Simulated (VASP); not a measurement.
# GeSb4Te4 (P1) in VASP: single point with PBE

Aim: the single point of GeSb4Te4 with PBE.

All numbers are computed with VASP 6.6.1; they aren't measurements. Logs are shortened: lines on timing, memory, paths and dates and some standing lists are left out, and cuts for length are marked.

## (1) The cell of the first run

The typed cell holds 9 atoms: a = 4.330 Å, b = 4.330 Å, c = 17.733 Å, α = 87.20°, β = 84.40°, γ = 60.00°.

## (2) Single point, PBE (the part above a cut slid along it)

Contents of INCAR:

```
PREC = Accurate
ENCUT = 520
EDIFF = 1E-6
ISMEAR = 0
SIGMA = 0.03
LREAL = F
LASPH = T
NELM = 100
ALGO = Normal
ISIF = 2
LWAVE = F
LCHARG = F
GGA = PE
NBANDS = 39
```

Contents of KPOINTS:

```
Automatic mesh
0
Gamma
  9 9 2
```

Contents of POSCAR:

```
GeSb4Te4
1.0
   -4.3299846501      0.0000000000      0.0000000000
   -2.1649923251     -3.7498767050      0.0000000000
   -1.7319938600      0.0000000000     17.6486093019
Ge Sb Te
1 4 4
Direct
   -0.2476200000      0.0000000000      0.6190500000
    0.2680736537      0.3333333333      0.1631491990
    0.6366863463      0.6666666667      0.0749508010
    0.5027393263      0.6666666667      0.4098183509
    0.0020206737      0.3333333333      0.8282816491
    0.1239059418      0.3333333333      0.5235684789
    0.3808540582      0.6666666667      0.7145315211
    0.8747933145      1.0000000000      0.3130167137
   -0.3700333145      0.0000000000      0.9250832863
```

Potentials or basis: VASP PAW PBE potentials, release 64 (Ge_d, Sb, Te).

The run is started by

```
> cat potpaw_PBE.64/Ge_d/POTCAR potpaw_PBE.64/Sb/POTCAR potpaw_PBE.64/Te/POTCAR > POTCAR
> mpirun -np 1 vasp_std > vasp.out
```

OUTCAR:

```text
PREC = Accurate
   ENCUT = 520
   EDIFF = 1E-6
   ISMEAR = 0
   LREAL = F
   LASPH = T
   NELM = 100
   ISIF = 2
   GGA = PE

 ion  position               nearest neighbor table
   1  0.752  0.000  0.619-   7 3.01   6 3.01   6 3.01   7 3.01   6 3.01   7 3.01
   2  0.268  0.333  0.163-   3 2.94   3 2.94   3 2.94   8 3.64   8 3.64   8 3.64
   3  0.637  0.667  0.075-   2 2.94   2 2.94   2 2.94   9 2.96
   4  0.503  0.667  0.410-   8 3.03   8 3.03   8 3.03   6 3.21   6 3.21   6 3.21
   5  0.002  0.333  0.828-   9 3.03   9 3.03   9 3.03   7 3.21   7 3.21   7 3.21
   6  0.124  0.333  0.524-   1 3.01   1 3.01   1 3.01   4 3.21   4 3.21   4 3.21
   7  0.381  0.667  0.715-   1 3.01   1 3.01   1 3.01   5 3.21   5 3.21   5 3.21
   8  0.875  0.000  0.313-   4 3.03   4 3.03   4 3.03   2 3.64   2 3.64   2 3.64
   9  0.630  0.000  0.925-   3 2.96   5 3.03   5 3.03   5 3.03

  LATTYP: Found a base centered monoclinic cell.
 ALAT       =     4.3299846501
 B/A-ratio  =     1.7320508076
 C/A-ratio  =     4.0954862501
 COS(beta)  =    -0.0976685003

  Lattice vectors:

 A1 = (   2.1649923250,  -3.7498767050,   0.0000000000)
 A2 = (   2.1649923251,   3.7498767050,   0.0000000000)
 A3 = (  -1.7319938600,   0.0000000000,  17.6486093019)

Analysis of symmetry for initial positions (statically):
=====================================================================
 Subroutine PRICEL returns:
 Original cell was already a primitive cell.

 Routine SETGRP: Setting up the symmetry group for a
 base centered monoclinic supercell.

 Subroutine GETGRP returns: Found  1 space group operations
 (whereof  1 operations were pure point group operations)
 out of a pool of  4 trial point group operations.

The static configuration has the point symmetry C_1 .

Analysis of symmetry for dynamics (positions and initial velocities):
=====================================================================
 Subroutine PRICEL returns:
 Original cell was already a primitive cell.

 Routine SETGRP: Setting up the symmetry group for a
 base centered monoclinic supercell.

 Subroutine GETGRP returns: Found  1 space group operations
 (whereof  1 operations were pure point group operations)
 out of a pool of  4 trial point group operations.

The dynamic configuration has the point symmetry C_1 .

 Subroutine INISYM returns: Found  1 space group operations
 (whereof  1 operations are pure point group operations),
 and found     1 'primitive' translations

[... 114 lines left out ...]
   ISIF   =      2    stress and relaxation
   ISYM   =      2    0-nonsym 1-usesym 2-fastsym
   POTIM  = 0.5000    time-step for ionic-motion
   TEBEG  =    0.0;   TEEND  =   0.0 temperature during run
   PSTRESS=    0.0 pullay stress
   NELECT =      58.0000    total number of electrons
   NUPDOWN=      -1.0000    fix difference up-down
   EMIN   =  10.00;   EMAX   =-10.00  energy-range for DOS
   EFERMI =   0.00;   METHOD = LEGACY
   ISMEAR =     0;   SIGMA  =   0.03  broadening in eV -4-tet -1-fermi 0-gaus
   EFERMI_NEDOS =   21; number of points for ismear=-14 and -15
   IALGO  =     38    algorithm
   IMIX   =      4    mixing-type and parameters
     AMIX     =   0.40;   BMIX     =  1.00
     AMIX_MAG =   1.60;   BMIX_MAG =  1.00
  volume/ion in A,a.u.               =      31.84       214.87
  Fermi-wavevector in a.u.,A,eV,Ry     =   0.961198  1.816401 12.570446  0.923902
  Thomas-Fermi vector in A             =   2.090549
   LORBIT       =      0    0 simple, 1 ext, 2 COOP (PROOUT), +10 PAW based schemes
   GGA     = PE    functional components
   LHFCALC =     F    Hartree Fock is set to
   AEXX    =    0.0000 exact exchange contribution
   IVDW    =     0    specifies the selected vdW correction
   LEPSILON=     F    determine dielectric tensor
   LRPA    =     F    only Hartree local field effects (RPA)
 non-spin polarized calculation
 Gauss-broadening in eV      SIGMA  =   0.03
  energy-cutoff  :      520.00
  volume of cell :      286.56
 maximum number of plane-waves:      7743
   NGX = 17   NGY = 17   NGZ = 65

 number of electron      57.9999998 magnetization

 Free energy of the ion-electron system (eV)
  ---------------------------------------------------
  ext. energy  EPLUGINS =         0.00000000
  ---------------------------------------------------
  free energy    TOTEN  =       -34.00282029 eV

  energy without entropy =      -34.00248216  energy(sigma->0) =      -34.00265123

 E-fermi :   6.4058     XC(G=0):  -9.2463

 val. band max:        6.3858371679   @ k =   0.0000   0.1111   0.5000
 cond. band min:       6.4335306357   @ k =   0.0000   0.4444   0.5000
 fundamental gap:      0.0476934678
 Fermi energy:         6.4057810966

 k-point     1 :       0.0000    0.0000    0.0000
  band No.  band energies     occupation
      1     -18.7436      2.00000
      2     -18.7378      2.00000
      3     -18.7330      2.00000
      4     -18.7321      2.00000
      5     -18.7283      2.00000
      6      -6.8888      2.00000
[... 997 lines left out ...]
     38       8.9101      0.00000
     39       9.0788      0.00000

 [... further k-points ...]

------------------------ aborting loop because EDIFF is reached ----------------------------------------

  FORCE on cell =-STRESS in cart. coord.  units (eV):
  Direction    XX          YY          ZZ          XY          YZ          ZX
  --------------------------------------------------------------------------------------
  -------------------------------------------------------------------------------------
  Total        1.0022804      0.1646517      3.6664645      0.6363478      2.1324139      1.2129724
  in kB        5.6038436      0.9205828     20.4995458      3.5578798     11.9225252      6.7818421
  external PRESSURE =       9.0079907 kB  Pullay stress =       0.0000000 kB

 VOLUME and BASIS-vectors are now :
 -----------------------------------------------------------------------------
  energy-cutoff  :      520.00
  volume of cell :      286.56
      direct lattice vectors                 reciprocal lattice vectors
    -4.329984650  0.000000000  0.000000000    -0.230947701  0.133337717 -0.022664675
    -2.164992325 -3.749876705  0.000000000     0.000000000 -0.266675435  0.000000000
    -1.731993860  0.000000000 17.648609302     0.000000000  0.000000000  0.056661688

 POSITION                                       TOTAL-FORCE (eV/Angst)
 -----------------------------------------------------------------------------------
     -4.32998      0.00000     10.92537         0.047964      0.034435     -0.007243
     -2.16499     -1.24996      2.87936         0.068863      0.165468      0.290567
     -4.32998     -2.49992      1.32278         0.155543      0.354010      0.819898
     -4.32998     -2.49992      7.23272         0.010460      0.015529      0.044600
     -2.16499     -1.24996     14.61802         0.087985     -0.094161     -0.371011
     -2.16499     -1.24996      9.24026        -0.022265     -0.006810     -0.012234
     -4.32998     -2.49992     12.61049        -0.111862     -0.081031      0.035268
     -4.32998      0.00000      5.52431        -0.012064     -0.030225     -0.083624
     -4.32998      0.00000     16.32643        -0.224624     -0.357214     -0.716221
 -----------------------------------------------------------------------------------
    total drift:                               -0.000699      0.000154      0.000825

  FREE ENERGIE OF THE ION-ELECTRON SYSTEM (eV)
  ---------------------------------------------------
  free  energy   TOTEN  =       -34.0028202930 eV

  energy  without entropy=      -34.0024821647  energy(sigma->0) =      -34.00265123
```

stdout:

```text
POSCAR found type information on POSCAR GeSbTe
 POSCAR found :  3 types and       9 ions
 scaLAPACK will be used
 LDA part: xc-table for (Slater+PW92), standard interpolation
 POSCAR, INCAR and KPOINTS ok, starting setup
 FFT: planning ... GRIDC
 FFT: planning ... GRID_SOFT
 FFT: planning ... GRID
 WAVECAR not read
 entering main loop
```

Run time: 23 min. Hardware: 1 thread of Oxide Virtual Turin-like, shared host; peak memory 0.9 GiB.

Results:

* Free energy: -34.0028 eV
* Pressure: 0.9 GPa
* Largest force: 0.907 eV/Å
* Band gap on the k mesh: 0.05 eV (least direct gap 0.14 eV)

Forces on the atoms (eV/Å):
```
Ge   0.048  0.034 -0.007
Sb   0.069  0.165  0.291
Sb   0.156  0.354  0.820
Sb   0.010  0.016  0.045
Sb   0.088 -0.094 -0.371
Te  -0.022 -0.007 -0.012
Te  -0.112 -0.081  0.035
Te  -0.012 -0.030 -0.084
Te  -0.225 -0.357 -0.716
```

Stress tensor (GPa, compression positive):
```
0.56 0.36 0.68
0.36 0.09 1.19
0.68 1.19 2.05
```

Levels at points of the mesh, in eV from the valence-band top:
```
           k point  band 25  band 26  band 27  band 28  band 29  band 30  band 31  band 32  band 33  band 34
(0.00, 0.00, 0.00)    -1.41    -1.36    -1.31    -1.18    -0.06     0.09     0.18     0.41     0.57     0.72
(0.00, 0.00, 0.50)    -1.58    -1.32    -1.27    -1.11    -0.12     0.08     0.13     0.48     0.65     0.74
```

Caveat: the cell differs from its parent crystal (the part above a cut slid along it); spin-orbit coupling is left out, which moves the levels of the heavy elements.
